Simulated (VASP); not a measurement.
# LiTi8O16 (a cell with a defect) in VASP: single point with PBE

Aim: the single point of LiTi8O16 (a cell with a defect) with PBE.

Everything below comes from runs of VASP 6.6.1. Logs are shortened: lines on timing, memory, paths and dates and some standing lists are left out, and cuts for length are marked.

## Step 1: The cell of the first run

The cell holds a defect, 25 atoms: a = 7.597 Å, b = 7.597 Å, c = 5.545 Å, α = 110.03°, β = 110.03°, γ = 90.00°.

## Step 2: Single point, PBE

File INCAR:

```
ALGO     = Normal         # electronic algorithm
EDIFF    = 1E-7           # SCF threshold, eV
ENCUT    = 520            # plane-wave cutoff, eV
GGA      = PE             # functional
ISIF     = 2              # what is computed and relaxed
ISMEAR   = -1             # smearing method
LASPH    = T              # aspherical terms in the spheres
LCHARG   = F              # write CHGCAR
LREAL    = Auto         
LWAVE    = F              # write WAVECAR
NBANDS   = 116            # bands
NELECT   = 194.0        
NELM     = 80             # most SCF steps
PREC     = Accurate       # precision mode
SIGMA    = 0.01           # smearing width, eV
```

File KPOINTS:

```
Automatic mesh
0
Gamma
  2 2 2
  0.5 0.5 0.5
```

File POSCAR:

```
LiTi8O16
1.0
    0.0000000000     -7.5970067500      0.0000000000
    7.5970067500      0.0000000000      0.0000000000
   -1.8992516900      1.8992516900      4.8515712600
Ti O Li
8 16 1
Direct
   -0.0030901500      0.0000120700     -0.0041786700
    0.3811558500      0.1163105700      0.4936579700
   -0.0064148800      0.5035306500     -0.0064187200
    0.3800920700      0.6267020100      0.4915338500
    0.4965344200      0.0005270100     -0.0063213000
    0.8707864600      0.1171039900      0.4955399200
    0.4971779200      0.5001539600     -0.0087112600
    0.8699432000      0.6273204200      0.4936143600
    0.4743991100      0.2263951500      0.9040043100
    0.1022118600      0.1080803700      0.4095778800
    0.2709323200      0.0227309400      0.0832228600
    0.3895720700      0.3951470600      0.5775695900
    0.4739920700      0.7268234200      0.9020144700
    0.1015795500      0.5911202200      0.4059771100
    0.2698079900      0.5259394900      0.0764837500
    0.3967597400      0.8942991000      0.5776888600
    0.9711168600      0.2273415200      0.9105661300
    0.6030524400      0.1007862500      0.4095650000
    0.7704467900      0.0228735500      0.0850954200
    0.9062020800      0.3956871400      0.5811381100
    0.9699874500      0.7274995000      0.9059055700
    0.6026002500      0.5962846800      0.4073486000
    0.7696949700      0.5268365500      0.0812561000
    0.9017717300      0.8946395300      0.5797581200
    0.1255636400      0.3719862500      0.4938660000
```

Potentials or basis: VASP PAW PBE potentials, release 64 (Ti_sv, O, Li_sv).

Started as:

```
$ cat potpaw_PBE.64/Ti_sv/POTCAR potpaw_PBE.64/O/POTCAR potpaw_PBE.64/Li_sv/POTCAR > POTCAR
$ mpirun -np 1 vasp_std > vasp.out
```

OUTCAR:

```text
EDIFF = 1E-7
   ENCUT = 520
   GGA = PE
   ISIF = 2
   ISMEAR = -1
   LASPH = T
   LREAL = Auto
   NELECT = 194.0
   NELM = 80
   PREC = Accurate

 ion  position               nearest neighbor table
   1  0.997  0.000  0.996-  17 1.93  19 1.94  21 1.95  11 1.96  10 2.01  24 2.02
   2  0.381  0.116  0.494-  18 1.89  16 1.89   9 1.99  11 1.99  12 2.00  10 2.00  25 2.75
   3  0.994  0.504  0.994-  23 1.92  21 1.92  17 1.98  15 1.98  14 2.00  20 2.00
   4  0.380  0.627  0.492-  22 1.90  16 1.92  12 1.97  13 1.99  14 2.00  15 2.01  25 2.74
   5  0.497  0.001  0.994-  11 1.93   9 1.94  13 1.96  19 1.96  18 2.02  16 2.02
   6  0.871  0.117  0.496-  24 1.90  18 1.92  10 1.97  19 1.99  20 2.00  17 2.01  25 2.74
   7  0.497  0.500  0.991-  15 1.93  13 1.94  23 1.95   9 1.96  12 2.01  22 2.02
   8  0.870  0.627  0.494-  22 1.91  24 1.92  20 1.98  14 1.98  21 2.00  23 2.00  25 2.74
   9  0.474  0.226  0.904-   5 1.94   7 1.96   2 1.99
  10  0.102  0.108  0.410-  25 1.89   6 1.97   2 2.00   1 2.01
  11  0.271  0.023  0.083-   5 1.93   1 1.96   2 1.99
  12  0.390  0.395  0.578-  25 1.89   4 1.97   2 2.00   7 2.01
  13  0.474  0.727  0.902-   7 1.94   5 1.96   4 1.99
  14  0.102  0.591  0.406-  25 1.88   8 1.98   4 2.00   3 2.00
  15  0.270  0.526  0.076-   7 1.93   3 1.98   4 2.01
  16  0.397  0.894  0.578-   2 1.89   4 1.92   5 2.02
  17  0.971  0.227  0.911-   1 1.93   3 1.98   6 2.01
  18  0.603  0.101  0.410-   2 1.89   6 1.92   5 2.02
  19  0.770  0.023  0.085-   1 1.94   5 1.96   6 1.99
  20  0.906  0.396  0.581-  25 1.88   8 1.98   6 2.00   3 2.00
  21  0.970  0.727  0.906-   3 1.92   1 1.95   8 2.00
  22  0.603  0.596  0.407-   4 1.90   8 1.91   7 2.02
  23  0.770  0.527  0.081-   3 1.92   7 1.95   8 2.00
  24  0.902  0.895  0.580-   6 1.90   8 1.92   1 2.02
  25  0.126  0.372  0.494-  20 1.88  14 1.88  10 1.89  12 1.89   4 2.74   6 2.74   8 2.74   2 2.75

  LATTYP: Found a base centered monoclinic cell.
 ALAT       =    10.7437899793
 B/A-ratio  =     1.0000000000
 C/A-ratio  =     0.5161543360
 COS(beta)  =    -0.4843512549

  Lattice vectors:

 A1 = (   0.0000000000,  -7.5970067500,   0.0000000000)
 A2 = (   7.5970067500,   0.0000000000,   0.0000000000)
 A3 = (  -1.8992516900,   1.8992516900,   4.8515712600)

Analysis of symmetry for initial positions (statically):
=====================================================================
 Subroutine PRICEL returns:
 Original cell was already a primitive cell.

 Routine SETGRP: Setting up the symmetry group for a
 base centered monoclinic supercell.

 Subroutine GETGRP returns: Found  1 space group operations
 (whereof  1 operations were pure point group operations)
 out of a pool of  4 trial point group operations.

The static configuration has the point symmetry C_1 .

Analysis of symmetry for dynamics (positions and initial velocities):
=====================================================================
 Subroutine PRICEL returns:
 Original cell was already a primitive cell.

 Routine SETGRP: Setting up the symmetry group for a
 base centered monoclinic supercell.

 Subroutine GETGRP returns: Found  1 space group operations
 (whereof  1 operations were pure point group operations)
 out of a pool of  4 trial point group operations.

The dynamic configuration has the point symmetry C_1 .

 Subroutine INISYM returns: Found  1 space group operations
 (whereof  1 operations are pure point group operations),
 and found     1 'primitive' translations

----------------------------------------------------------------------------------------

                                     Primitive cell

  volume of cell :     280.0061

  direct lattice vectors                    reciprocal lattice vectors
     0.000000000 -7.597006750  0.000000000     0.000000000 -0.131630790  0.051529698
     7.597006750  0.000000000  0.000000000     0.131630790  0.000000000  0.051529698
    -1.899251690  1.899251690  4.851571260     0.000000000  0.000000000  0.206118790

  length of vectors
     7.597006750  7.597006750  5.545453783     0.141357613  0.141357613  0.206118790

  position of ions in fractional coordinates (direct lattice)
     0.996909850  0.000012070  0.995821330
     0.381155850  0.116310570  0.493657970
     0.993585120  0.503530650  0.993581280
     0.380092070  0.626702010  0.491533850
     0.496534420  0.000527010  0.993678700
     0.870786460  0.117103990  0.495539920
[... 17 lines left out ...]
     0.901771730  0.894639530  0.579758120
     0.125563640  0.371986250  0.493866000

  ion indices of the primitive-cell ions
   primitive index   ion index
                 1           1
                 2           2
                 3           3
                 4           4
                 5           5
                 6           6
[... 17 lines left out ...]
                24          24
                25          25

----------------------------------------------------------------------------------------

 KPOINTS: Automatic mesh

Automatic generation of k-mesh.
 Grid dimensions read from file:
 generate k-points for:    2    2    2

 Generating k-lattice:

  Cartesian coordinates                     Fractional coordinates (reciprocal lattice)
     0.000000000 -0.065815395  0.025764849     0.500000000  0.000000000  0.000000000
     0.065815395  0.000000000  0.025764849     0.000000000  0.500000000  0.000000000
     0.000000000  0.000000000  0.103059395     0.000000000  0.000000000  0.500000000

  Length of vectors
     0.070678806  0.070678806  0.103059395

  Shift w.r.t. Gamma in fractional coordinates (k-lattice)
     0.500000000  0.500000000  0.500000000

 Subroutine IBZKPT returns following result:
 ===========================================

 Found      4 irreducible k-points:

 Following reciprocal coordinates:
            Coordinates               Weight
  0.250000  0.250000  0.250000      2.000000
 -0.250000  0.250000  0.250000      2.000000
 -0.250000  0.250000 -0.250000      2.000000
 -0.250000 -0.250000  0.250000      2.000000
   k-points           NKPTS =      4   k-points in BZ     NKDIM =      4   number of bands    NBANDS=    116
   number of dos      NEDOS =    301   number of ions     NIONS =     25
   total plane-waves  NPLWV = 151200
   dimension x,y,z NGX =    60 NGY =   60 NGZ =   42
   dimension x,y,z NGXF=   120 NGYF=  120 NGZF=   84
   ions per type =               8  16   1
   NGX,Y,Z   is equivalent  to a cutoff of  13.13, 13.13, 12.59 a.u.
   NGXF,Y,Z  is equivalent  to a cutoff of  26.26, 26.26, 25.18 a.u.
 SYSTEM =  unknown system
   PREC   = accura    normal or accurate (medium, high low for compatibility)
   ISTART =      0    job   : 0-new  1-cont  2-samecut
   ICHARG =      2    charge: 1-file 2-atom 10-const
   ISPIN  =      1    spin polarized calculation?
   LNONCOLLINEAR =      F non collinear calculations
   LSORBIT =      F    spin-orbit coupling
   LASPH  =      T    aspherical Exc in radial PAW
   ENCUT  =  520.0 eV  38.22 Ry    6.18 a.u.  14.13 14.13 10.31*2*pi/ulx,y,z
   NELM   =     80;   NELMIN=  2; NELMDL= -5     # of ELM steps
   EDIFF  = 0.1E-06   stopping-criterion for ELM
   LREAL  =      T    real-space projection
   EDIFFG = 0.1E-05   stopping-criterion for IOM
   NSW    =      0    number of steps for IOM
   IBRION =     -1    ionic relax: 0-MD 1-quasi-New 2-CG
   NFREE  =      0    steps in history (QN), initial steepest desc. (CG)
   ISIF   =      2    stress and relaxation
   ISYM   =      2    0-nonsym 1-usesym 2-fastsym
   POTIM  = 0.5000    time-step for ionic-motion
   TEBEG  =    0.0;   TEEND  =   0.0 temperature during run
   PSTRESS=    0.0 pullay stress
   NELECT =     194.0000    total number of electrons
   NUPDOWN=      -1.0000    fix difference up-down
   EMIN   =  10.00;   EMAX   =-10.00  energy-range for DOS
   EFERMI =   0.00;   METHOD = LEGACY
   ISMEAR =    -1;   SIGMA  =   0.01  broadening in eV -4-tet -1-fermi 0-gaus
   EFERMI_NEDOS =   21; number of points for ismear=-14 and -15
   IALGO  =     38    algorithm
   IMIX   =      4    mixing-type and parameters
     AMIX     =   0.40;   BMIX     =  1.00
     AMIX_MAG =   1.60;   BMIX_MAG =  1.00
  volume/ion in A,a.u.               =      11.20        75.58
  Fermi-wavevector in a.u.,A,eV,Ry     =   1.448615  2.737485 28.551621  2.098485
  Thomas-Fermi vector in A             =   2.566436
   LORBIT       =      0    0 simple, 1 ext, 2 COOP (PROOUT), +10 PAW based schemes
   GGA     = PE    functional components
   LHFCALC =     F    Hartree Fock is set to
   AEXX    =    0.0000 exact exchange contribution
   IVDW    =     0    specifies the selected vdW correction
   LEPSILON=     F    determine dielectric tensor
   LRPA    =     F    only Hartree local field effects (RPA)
 non-spin polarized calculation
  energy-cutoff  :      520.00
  volume of cell :      280.01
 maximum number of plane-waves:      7544
 NGX is ok and might be reduce to    60
   NGX = 29   NGY = 29   NGZ = 21

 number of electron     193.9999991 magnetization

 Free energy of the ion-electron system (eV)
  ---------------------------------------------------
  ext. energy  EPLUGINS =         0.00000000
  ---------------------------------------------------
  free energy    TOTEN  =      -224.86363793 eV

  energy without entropy =     -224.86363793  energy(sigma->0) =     -224.86363793

 E-fermi :   3.5379     XC(G=0): -10.6569

 val. band max:        3.2206844044   @ k =  -0.2500  -0.2500   0.2500
 cond. band min:       6.0631444685   @ k =  -0.2500  -0.2500   0.2500
 fundamental gap:      2.8424600641
 Fermi energy:         3.5379069409

 k-point     1 :       0.2500    0.2500    0.2500
  band No.  band energies     occupation
      1     -53.1057      2.00000
      2     -53.0712      2.00000
      3     -53.0659      2.00000
      4     -53.0529      2.00000
      5     -53.0516      2.00000
      6     -53.0447      2.00000
[... 101 lines left out ...]
    108       6.8740      0.00000
    109       6.8801      0.00000

 k-point     2 :      -0.2500    0.2500    0.2500
  band No.  band energies     occupation
      1     -53.1058      2.00000
      2     -53.0702      2.00000
      3     -53.0675      2.00000
      4     -53.0537      2.00000
      5     -53.0485      2.00000
      6     -53.0449      2.00000
[... 101 lines left out ...]
    108       6.8394      0.00000
    109       6.8660      0.00000

 k-point     3 :      -0.2500    0.2500   -0.2500
  band No.  band energies     occupation
      1     -53.1058      2.00000
      2     -53.0692      2.00000
      3     -53.0685      2.00000
      4     -53.0540      2.00000
      5     -53.0485      2.00000
      6     -53.0440      2.00000
[... 101 lines left out ...]
    108       6.8406      0.00000
    109       6.8674      0.00000

 k-point     4 :      -0.2500   -0.2500    0.2500
  band No.  band energies     occupation
      1     -53.1061      2.00000
      2     -53.0710      2.00000
      3     -53.0659      2.00000
      4     -53.0545      2.00000
      5     -53.0467      2.00000
      6     -53.0447      2.00000
[... 101 lines left out ...]
    108       6.8035      0.00000
    109       6.8462      0.00000
 [bands above 109 left out]

------------------------ aborting loop because EDIFF is reached ----------------------------------------

  FORCE on cell =-STRESS in cart. coord.  units (eV):
  Direction    XX          YY          ZZ          XY          YZ          ZX
  --------------------------------------------------------------------------------------
  -------------------------------------------------------------------------------------
  Total       -3.8280451     -3.8122850     -6.7985842     -0.0891219      0.7531400     -0.6571216
  in kB      -21.9038367    -21.8136581    -38.9010768     -0.5099501      4.3094204     -3.7600088
  external PRESSURE =     -27.5395239 kB  Pullay stress =       0.0000000 kB

 VOLUME and BASIS-vectors are now :
 -----------------------------------------------------------------------------
  energy-cutoff  :      520.00
  volume of cell :      280.01
      direct lattice vectors                 reciprocal lattice vectors
     0.000000000 -7.597006750  0.000000000     0.000000000 -0.131630790  0.051529698
     7.597006750  0.000000000  0.000000000     0.131630790  0.000000000  0.051529698
    -1.899251690  1.899251690  4.851571260     0.000000000  0.000000000  0.206118790

 POSITION                                       TOTAL-FORCE (eV/Angst)
 -----------------------------------------------------------------------------------
     -1.89122     -5.68222      4.83130        -0.037486     -0.029259      0.038769
     -0.05397     -1.95806      2.39502         0.099470      0.101767      0.000708
      1.93826     -5.66121      4.82043        -0.096902     -0.091808      0.003921
      3.82751     -1.95402      2.38471         0.023098      0.060162     -0.001946
     -1.88324     -1.88493      4.82090        -0.029595     -0.038294     -0.009036
     -0.05152     -5.67422      2.40415         0.073963      0.029956      0.000573
[... 17 lines left out ...]
      5.69548     -5.74966      2.81274        -0.041295      0.068404      0.000732
      1.88801     -0.01593      2.39603         0.000392     -0.002333     -0.000191
 -----------------------------------------------------------------------------------
    total drift:                                0.022581      0.008138     -0.036483

  FREE ENERGIE OF THE ION-ELECTRON SYSTEM (eV)
  ---------------------------------------------------
  free  energy   TOTEN  =      -224.8636379339 eV

  energy  without entropy=     -224.8636379339  energy(sigma->0) =     -224.86363793
```

It took 11 min on 1 thread of Intel Xeon 8259CL, shared host; peak memory 0.39 GiB.

What came out:

```yaml
Free_energy: -224.8636 eV
Largest_force: 0.142 eV/Å
```

Forces on the atoms (eV/Å):
```
Ti  -0.037 -0.029  0.039
Ti   0.099  0.102  0.001
Ti  -0.097 -0.092  0.004
Ti   0.023  0.060 -0.002
Ti  -0.030 -0.038 -0.009
Ti   0.074  0.030  0.001
Ti  -0.015 -0.040 -0.036
Ti   0.016  0.024  0.000
O    0.016 -0.082  0.027
O    0.050 -0.074  0.016
O   -0.082  0.027 -0.024
O   -0.071  0.061 -0.021
O    0.038 -0.086  0.028
O    0.083 -0.058  0.020
O   -0.069  0.067 -0.023
O   -0.051  0.073 -0.005
O    0.067 -0.069  0.021
O    0.064 -0.062  0.002
O   -0.081  0.041 -0.023
O   -0.056  0.085 -0.018
O    0.096 -0.059 -0.010
O    0.057 -0.045  0.003
O   -0.054  0.096  0.010
O   -0.041  0.068  0.001
Li   0.000 -0.002  0.000
```

Caveat: the k points lie up to 0.64 Å⁻¹ apart; the cell carries a net charge on a neutralising background, which shifts energy and pressure; the cell is charged against a uniform background, so pressure and absolute levels hang on convention; the cutoff is under 1.25 times the usual one of these potentials, so pressure, stress and relaxed cells hold a basis-set (Pulay) error.
